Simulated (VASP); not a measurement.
# Sc3ReBi (Pm-3m) in VASP: a series of runs

The runs below take Sc3ReBi through single point, with r2SCAN.

All numbers are computed with VASP 6.6.1; they aren't measurements. Logs are shortened: lines on timing, memory, paths and dates and some standing lists are left out, and cuts for length are marked.

## Step 1: The cell of the first run

The structure is cubic, space group Pm-3m (No. 221). The conventional cell has a = 4.605 Å, b = 4.605 Å, c = 4.605 Å, α = 90.00°, β = 90.00°, γ = 90.00°. Sc (site symmetry 4/mmm) has 2 Bi at 2.30 Å within 3.0 Å. Within 4.3 Å of Re (site symmetry m-3m) lie 12 Sc at 3.26 Å and 8 Bi at 3.99 Å. Bi (site symmetry m-3m) has 6 Sc at 2.30 Å within 3.0 Å.

## Step 2: Single point, r2SCAN

Input file POSCAR:

```
Sc3ReBi
1.0
    4.6053547584      0.0000000000      0.0000000000
    0.0000000000      4.6053547584      0.0000000000
    0.0000000000      0.0000000000      4.6053547584
Sc Re Bi
3 1 1
Direct
    0.0000000000      0.5000000000      0.5000000000
    0.5000000000      0.0000000000      0.5000000000
    0.5000000000      0.5000000000      0.0000000000
    0.0000000000      0.0000000000      0.0000000000
    0.5000000000      0.5000000000      0.5000000000
```

Input file INCAR.step1:

```
PREC     = Accurate       # precision mode
ENCUT    = 520            # plane-wave cutoff, eV
ISMEAR   = 0              # smearing method
SIGMA    = 0.1            # smearing width, eV
LREAL    = F              # projectors in reciprocal space
LASPH    = T              # aspherical terms in the spheres
NELM     = 60             # most SCF steps
NBANDS   = 36             # bands
GGA      = PE             # functional
ALGO     = Normal         # electronic algorithm
EDIFF    = 1E-4           # SCF threshold, eV
LWAVE    = T              # write WAVECAR
LCHARG   = F              # write CHGCAR
```

Input file INCAR.step2:

```
PREC     = Accurate       # precision mode
ENCUT    = 520            # plane-wave cutoff, eV
EDIFF    = 1E-7           # SCF threshold, eV
ISMEAR   = 0              # smearing method
SIGMA    = 0.1            # smearing width, eV
LREAL    = F              # projectors in reciprocal space
LASPH    = T              # aspherical terms in the spheres
NELM     = 60             # most SCF steps
ALGO     = Normal         # electronic algorithm
ISIF     = 2              # what is computed and relaxed
LWAVE    = F              # write WAVECAR
LCHARG   = F              # write CHGCAR
METAGGA  = R2SCAN         # meta-GGA
LMIXTAU  = T            
NBANDS   = 36             # bands
ISTART   = 1
```

Input file KPOINTS:

```
regular mesh
0
Gamma
  4 4 4
```

Potentials or basis: VASP PAW PBE potentials, release 64 (Sc_sv, Re, Bi_d).

Started as:

```
> cat potpaw_PBE.64/Sc_sv/POTCAR potpaw_PBE.64/Re/POTCAR potpaw_PBE.64/Bi_d/POTCAR > POTCAR
> cp INCAR.step1 INCAR
> mpirun -np 1 vasp_std > vasp.out
> cp INCAR.step2 INCAR
> mpirun -np 1 vasp_std > vasp.out
```

OUTCAR:

```text
PREC = Accurate
   ENCUT = 520
   EDIFF = 1E-7
   ISMEAR = 0
   LREAL = F
   LASPH = T
   NELM = 60
   ISIF = 2
   METAGGA = R2SCAN
   ISTART = 1

 ion  position               nearest neighbor table
   1  0.000  0.500  0.500-   5 2.30   5 2.30   4 3.26   2 3.26   3 3.26   4 3.26   2 3.26   4 3.26
                             4 3.26   2 3.26   3 3.26   3 3.26   3 3.26   2 3.26
   2  0.500  0.000  0.500-   5 2.30   5 2.30   4 3.26   1 3.26   3 3.26   4 3.26   1 3.26   3 3.26
                             3 3.26   3 3.26   1 3.26   4 3.26   4 3.26   1 3.26
   3  0.500  0.500  0.000-   5 2.30   5 2.30   4 3.26   1 3.26   1 3.26   2 3.26   2 3.26   2 3.26
                             4 3.26   2 3.26   1 3.26   4 3.26   1 3.26   4 3.26
   4  0.000  0.000  0.000-   1 3.26   2 3.26   3 3.26   1 3.26   2 3.26   1 3.26   3 3.26   1 3.26
                             2 3.26   3 3.26   2 3.26   3 3.26
   5  0.500  0.500  0.500-   1 2.30   2 2.30   3 2.30   3 2.30   2 2.30   1 2.30

  LATTYP: Found a simple cubic cell.
 ALAT       =     4.6053547584

  Lattice vectors:

 A1 = (   4.6053547584,   0.0000000000,   0.0000000000)
 A2 = (   0.0000000000,   4.6053547584,   0.0000000000)
 A3 = (   0.0000000000,   0.0000000000,   4.6053547584)

Analysis of symmetry for initial positions (statically):
=====================================================================
 Subroutine PRICEL returns:
 Original cell was already a primitive cell.

 Routine SETGRP: Setting up the symmetry group for a
 simple cubic supercell.

 Subroutine GETGRP returns: Found 48 space group operations
 (whereof 48 operations were pure point group operations)
 out of a pool of 48 trial point group operations.

The static configuration has the point symmetry O_h .

Analysis of symmetry for dynamics (positions and initial velocities):
=====================================================================
 Subroutine PRICEL returns:
 Original cell was already a primitive cell.

 Routine SETGRP: Setting up the symmetry group for a
 simple cubic supercell.

 Subroutine GETGRP returns: Found 48 space group operations
 (whereof 48 operations were pure point group operations)
 out of a pool of 48 trial point group operations.

The dynamic configuration has the point symmetry O_h .

 Subroutine INISYM returns: Found 48 space group operations
 (whereof 48 operations are pure point group operations),
 and found     1 'primitive' translations

----------------------------------------------------------------------------------------

                                     Primitive cell

  volume of cell :      97.6763

  direct lattice vectors                    reciprocal lattice vectors
     4.605354758  0.000000000  0.000000000     0.217138538  0.000000000  0.000000000
     0.000000000  4.605354758  0.000000000     0.000000000  0.217138538  0.000000000
     0.000000000  0.000000000  4.605354758     0.000000000  0.000000000  0.217138538

  length of vectors
     4.605354758  4.605354758  4.605354758     0.217138538  0.217138538  0.217138538

  position of ions in fractional coordinates (direct lattice)
     0.000000000  0.500000000  0.500000000
     0.500000000  0.000000000  0.500000000
     0.500000000  0.500000000  0.000000000
     0.000000000  0.000000000  0.000000000
     0.500000000  0.500000000  0.500000000

  ion indices of the primitive-cell ions
   primitive index   ion index
                 1           1
                 2           2
                 3           3
                 4           4
                 5           5

----------------------------------------------------------------------------------------

 KPOINTS: regular mesh

Automatic generation of k-mesh.
 Grid dimensions read from file:
 generate k-points for:    4    4    4

 Generating k-lattice:

  Cartesian coordinates                     Fractional coordinates (reciprocal lattice)
     0.054284635  0.000000000  0.000000000     0.250000000  0.000000000  0.000000000
     0.000000000  0.054284635  0.000000000     0.000000000  0.250000000  0.000000000
     0.000000000  0.000000000  0.054284635     0.000000000  0.000000000  0.250000000

  Length of vectors
     0.054284635  0.054284635  0.054284635

  Shift w.r.t. Gamma in fractional coordinates (k-lattice)
     0.000000000  0.000000000  0.000000000

 Subroutine IBZKPT returns following result:
 ===========================================

 Found     10 irreducible k-points:

 Following reciprocal coordinates:
            Coordinates               Weight
  0.000000  0.000000  0.000000      1.000000
  0.250000  0.000000  0.000000      6.000000
  0.500000  0.000000  0.000000      3.000000
  0.250000  0.250000  0.000000     12.000000
  0.500000  0.250000  0.000000     12.000000
  0.500000  0.500000  0.000000      3.000000
  0.250000  0.250000  0.250000      8.000000
  0.500000  0.250000  0.250000     12.000000
  0.500000  0.500000  0.250000      6.000000
  0.500000  0.500000  0.500000      1.000000
   k-points           NKPTS =     10   k-points in BZ     NKDIM =     10   number of bands    NBANDS=     36
   number of dos      NEDOS =    301   number of ions     NIONS =      5
   total plane-waves  NPLWV =  46656
   dimension x,y,z NGX =    36 NGY =   36 NGZ =   36
   dimension x,y,z NGXF=    72 NGYF=   72 NGZF=   72
   ions per type =               3   1   1
   NGX,Y,Z   is equivalent  to a cutoff of  13.00, 13.00, 13.00 a.u.
   NGXF,Y,Z  is equivalent  to a cutoff of  25.99, 25.99, 25.99 a.u.
 SYSTEM =  unknown system
   PREC   = accura    normal or accurate (medium, high low for compatibility)
   ISTART =      1    job   : 0-new  1-cont  2-samecut
   ICHARG =      0    charge: 1-file 2-atom 10-const
   ISPIN  =      1    spin polarized calculation?
   LNONCOLLINEAR =      F non collinear calculations
   LSORBIT =      F    spin-orbit coupling
   LASPH  =      T    aspherical Exc in radial PAW
   ENCUT  =  520.0 eV  38.22 Ry    6.18 a.u.   8.56  8.56  8.56*2*pi/ulx,y,z
   NELM   =     60;   NELMIN=  2; NELMDL=  0     # of ELM steps
   EDIFF  = 0.1E-06   stopping-criterion for ELM
   LREAL  =      F    real-space projection
   EDIFFG = 0.1E-05   stopping-criterion for IOM
   NSW    =      0    number of steps for IOM
   IBRION =     -1    ionic relax: 0-MD 1-quasi-New 2-CG
   NFREE  =      0    steps in history (QN), initial steepest desc. (CG)
   ISIF   =      2    stress and relaxation
   ISYM   =      2    0-nonsym 1-usesym 2-fastsym
   POTIM  = 0.5000    time-step for ionic-motion
   TEBEG  =    0.0;   TEEND  =   0.0 temperature during run
   PSTRESS=    0.0 pullay stress
   NELECT =      55.0000    total number of electrons
   NUPDOWN=      -1.0000    fix difference up-down
   EMIN   =  10.00;   EMAX   =-10.00  energy-range for DOS
   EFERMI =   0.00;   METHOD = LEGACY
   ISMEAR =     0;   SIGMA  =   0.10  broadening in eV -4-tet -1-fermi 0-gaus
   EFERMI_NEDOS =   21; number of points for ismear=-14 and -15
   IALGO  =     38    algorithm
   IMIX   =      4    mixing-type and parameters
     AMIX     =   0.40;   BMIX     =  1.00
     AMIX_MAG =   1.60;   BMIX_MAG =  1.00
  volume/ion in A,a.u.               =      19.54       131.83
  Fermi-wavevector in a.u.,A,eV,Ry     =   1.351863  2.554650 24.865099  1.827533
  Thomas-Fermi vector in A             =   2.479249
   LORBIT       =      0    0 simple, 1 ext, 2 COOP (PROOUT), +10 PAW based schemes
   METAGGA = R2SCAN    functional components
   LHFCALC =     F    Hartree Fock is set to
   AEXX    =    0.0000 exact exchange contribution
   IVDW    =     0    specifies the selected vdW correction
   LEPSILON=     F    determine dielectric tensor
   LRPA    =     F    only Hartree local field effects (RPA)
 non-spin polarized calculation
 Gauss-broadening in eV      SIGMA  =   0.10
  energy-cutoff  :      520.00
  volume of cell :       97.68
 maximum number of plane-waves:      2666
 NGX is ok and might be reduce to    36
   NGX = 17   NGY = 17   NGZ = 17

 number of electron      54.9999996 magnetization

 Free energy of the ion-electron system (eV)
  ---------------------------------------------------
  ext. energy  EPLUGINS =         0.00000000
  ---------------------------------------------------
  free energy    TOTEN  =      -132.90139000 eV

  energy without entropy =     -132.89556817  energy(sigma->0) =     -132.89847908

 E-fermi :   6.4764     XC(G=0): -12.2274

 val. band max:        6.3774055545   @ k =   0.5000   0.2500   0.0000
 cond. band min:       6.6428492919   @ k =   0.2500   0.2500   0.0000
 fundamental gap:      0.2654437373
 Fermi energy:         6.4763899307

 k-point     1 :       0.0000    0.0000    0.0000
  band No.  band energies     occupation
      1     -44.5084      2.00000
      2     -44.4314      2.00000
      3     -44.4314      2.00000
      4     -22.8891      2.00000
      5     -22.8891      2.00000
      6     -22.8891      2.00000
[... 28 lines left out ...]
     35      10.7749      0.00000
     36      10.8338      0.00000

 k-point     2 :       0.2500    0.0000    0.0000
  band No.  band energies     occupation
      1     -44.4963      2.00000
      2     -44.4343      2.00000
      3     -44.4314      2.00000
      4     -23.2044      2.00000
      5     -22.8799      2.00000
      6     -22.8799      2.00000
[... 28 lines left out ...]
     35       9.8522      0.00000
     36       9.9971      0.00000

 k-point     3 :       0.5000    0.0000    0.0000
  band No.  band energies     occupation
      1     -44.4826      2.00000
      2     -44.4387      2.00000
      3     -44.4313      2.00000
      4     -23.4854      2.00000
      5     -22.8700      2.00000
      6     -22.8700      2.00000
[... 28 lines left out ...]
     35       9.6134      0.00000
     36       9.7751      0.00000
[... 196 lines left out ...]
 k-point     9 :       0.5000    0.5000    0.2500
  band No.  band energies     occupation
      1     -44.4476      2.00000
      2     -44.4384      2.00000
      3     -44.4384      2.00000
      4     -23.5071      2.00000
      5     -23.4649      2.00000
      6     -23.1913      2.00000
[... 28 lines left out ...]
     35       9.0901      0.00000
     36       9.6605      0.00000

 k-point    10 :       0.5000    0.5000    0.5000
  band No.  band energies     occupation
      1     -44.4383      2.00000
      2     -44.4383      2.00000
      3     -44.4383      2.00000
      4     -23.5276      2.00000
      5     -23.4647      2.00000
      6     -23.4647      2.00000
[... 28 lines left out ...]
     35       9.2348      0.00000
     36       9.2348      0.00000

------------------------ aborting loop because EDIFF is reached ----------------------------------------

  FORCE on cell =-STRESS in cart. coord.  units (eV):
  Direction    XX          YY          ZZ          XY          YZ          ZX
  --------------------------------------------------------------------------------------
  -------------------------------------------------------------------------------------
  Total       32.0286461     32.0286461     32.0286461      0.0000000      0.0000000      0.0000000
  in kB      525.3634948    525.3634948    525.3634948      0.0000000      0.0000000      0.0000000
  external PRESSURE =     525.3634948 kB  Pullay stress =       0.0000000 kB

 VOLUME and BASIS-vectors are now :
 -----------------------------------------------------------------------------
  energy-cutoff  :      520.00
  volume of cell :       97.68
      direct lattice vectors                 reciprocal lattice vectors
     4.605354758  0.000000000  0.000000000     0.217138538  0.000000000  0.000000000
     0.000000000  4.605354758  0.000000000     0.000000000  0.217138538  0.000000000
     0.000000000  0.000000000  4.605354758     0.000000000  0.000000000  0.217138538

 POSITION                                       TOTAL-FORCE (eV/Angst)
 -----------------------------------------------------------------------------------
      0.00000      2.30268      2.30268         0.000000      0.000000      0.000000
      2.30268      0.00000      2.30268         0.000000      0.000000      0.000000
      2.30268      2.30268      0.00000         0.000000      0.000000      0.000000
      0.00000      0.00000      0.00000         0.000000      0.000000      0.000000
      2.30268      2.30268      2.30268         0.000000      0.000000      0.000000
 -----------------------------------------------------------------------------------
    total drift:                                0.000000      0.000000      0.000000

  FREE ENERGIE OF THE ION-ELECTRON SYSTEM (eV)
  ---------------------------------------------------
  free  energy   TOTEN  =      -132.9013899962 eV

  energy  without entropy=     -132.8955681686  energy(sigma->0) =     -132.89847908
```

Wall time 1.8 min (1 thread of Intel Xeon Platinum 8488C (Sapphire Rapids), shared host); peak memory 0.23 GiB.

What came out:

- Free energy: -132.9014 eV
- Pressure: 52.5 GPa

Caveat: the PAW data sets were made with another functional, which shifts forces and pressure a little; spin-orbit coupling is left out, which moves the levels of the heavy elements.

## Step 3: Single point, r2SCAN

This run uses another cell than the first one, of 28.54 Å³/atom, 1.461 times its volume.

POSCAR, as its differences from that of step 2:

```diff
@@ -2,5 +2,5 @@
 1.0
-    4.6053547584      0.0000000000      0.0000000000
-    0.0000000000      4.6053547584      0.0000000000
-    0.0000000000      0.0000000000      4.6053547584
+    5.2255450219      0.0000000000      0.0000000000
+    0.0000000000      5.2255450219      0.0000000000
+    0.0000000000      0.0000000000      5.2255450219
 Sc Re Bi
```

Input file INCAR.step1:

```
PREC = Accurate
ENCUT = 520
ISMEAR = 0
SIGMA = 0.1
LREAL = False
LASPH = True
NELM = 80
NBANDS = 36
GGA = PE
ALGO = Normal
EDIFF = 1E-4
LWAVE = True
LCHARG = False
```

Input file INCAR.step2:

```
PREC = Accurate
ENCUT = 520
EDIFF = 1E-7
ISMEAR = 0
SIGMA = 0.1
LREAL = False
LASPH = True
NELM = 80
ALGO = Normal
ISIF = 2
LWAVE = False
LCHARG = False
METAGGA = R2SCAN
LMIXTAU = True
NBANDS = 36
ISTART = 1
```

Input file KPOINTS:

```
Automatic mesh
0
Gamma
  4 4 4
```

Potentials or basis: VASP PAW PBE potentials, release 64 (Sc_sv, Re, Bi_d).

Started as:

```
> cat potpaw_PBE.64/Sc_sv/POTCAR potpaw_PBE.64/Re/POTCAR potpaw_PBE.64/Bi_d/POTCAR > POTCAR
> cp INCAR.step1 INCAR
> mpirun -np 1 vasp_std > vasp.out
> cp INCAR.step2 INCAR
> mpirun -np 1 vasp_std > vasp.out
```

Wall time 3.6 min (1 thread of Intel Xeon Platinum 8488C (Sapphire Rapids), shared host); peak memory 0.28 GiB.

The run converged. Its results:

| Property | Result |
| --- | --- |
| Free energy | -138.3064 eV |
| Pressure | 0.2 GPa |

Levels at points of the mesh, in eV from the Fermi level:
```tsv
k point	band 26	band 27	band 28	band 29	band 30	band 31
(0.00, 0.00, 0.00)	-0.87	-0.87	0.70	0.70	0.70	1.70
(0.50, 0.00, 0.00)	0.08	0.08	0.15	0.15	0.21	0.27
(0.50, 0.50, 0.00)	-0.32	-0.32	-0.15	0.42	0.52	1.17
(0.50, 0.50, 0.50)	-0.03	-0.03	-0.03	0.25	0.25	1.19
```

Caveat: the PAW data sets were made with another functional, which shifts forces and pressure a little; spin-orbit coupling is left out, which moves the levels of the heavy elements.
